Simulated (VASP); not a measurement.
Wanted: the native input for a VASP 6.6.1 run.

```yaml
Task: single point
Functional: r2SCAN
Potentials_or_basis: VASP PAW PBE potentials, release 64 (Mo_sv)
Cutoff: 520 eV
k_mesh: 18 × 18 × 8
Occupations: gaussian, width 0.05 eV
Spin: no spin polarisation
Dipole_correction: no
Further_INCAR_settings: ALGO = Normal; EDIFF = 1e-06; NBANDS = 21
```

The system is Mo.

```
CELL_PARAMETERS angstrom
2.73497 0.00000 0.00000
-1.36749 2.36856 0.00000
0.00000 0.00000 4.93295
ATOMIC_POSITIONS crystal
Mo 0.33333 0.66667 0.75000
Mo 0.66667 0.33333 0.25000
```

This isn't the form of Mo at room conditions, which is bcc.

The input as run:

POSCAR

```
Mo
1.0
    2.7349737244      0.0000000000      0.0000000000
   -1.3674868622      2.3685567240      0.0000000000
    0.0000000000      0.0000000000      4.9329526323
Mo
2
Direct
    0.3333333333      0.6666666667      0.7500000000
    0.6666666667      0.3333333333      0.2500000000
```

INCAR.step1

```
SYSTEM = Mo
  PREC = Accurate
  ENCUT = 520
  ISMEAR = 0
  SIGMA = 0.05
  LREAL = .FALSE.
  LASPH = .TRUE.
  NELM = 100
  NBANDS = 21
  GGA = PE
  ALGO = Normal
  EDIFF = 1E-4
  LWAVE = .TRUE.
  LCHARG = .FALSE.
```

INCAR.step2

```
SYSTEM = Mo
  PREC = Accurate
  ENCUT = 520
  EDIFF = 1E-6
  ISMEAR = 0
  SIGMA = 0.05
  LREAL = .FALSE.
  LASPH = .TRUE.
  NELM = 100
  ALGO = Normal
  ISIF = 2
  LWAVE = .FALSE.
  LCHARG = .FALSE.
  METAGGA = R2SCAN
  LMIXTAU = .TRUE.
  NBANDS = 21
  ISTART = 1
```

KPOINTS

```
regular mesh
0
G
  18 18 8
  0 0 0
```

Potentials or basis: VASP PAW PBE potentials, release 64 (Mo_sv).

Launch:

```bash
$ cat potpaw_PBE.64/Mo_sv/POTCAR > POTCAR
$ cp INCAR.step1 INCAR
$ mpirun -np 1 vasp_std > vasp.out
$ cp INCAR.step2 INCAR
$ mpirun -np 1 vasp_std > vasp.out
```

Results of the run:

```yaml
Pressure: 1.0 GPa
Band_gap_on_the_k_mesh: zero (bands 14 and 15 overlap by 2.07 eV)
```

Caveat: the PAW data sets were made with another functional, which shifts forces and pressure a little.

It took 5.1 min on 1 thread of Intel(R) Xeon(R) Platinum 8259CL CPU @ 2.50GHz (Skylake/Cascade Lake), with other jobs on the host, peak memory 0.22 GiB.
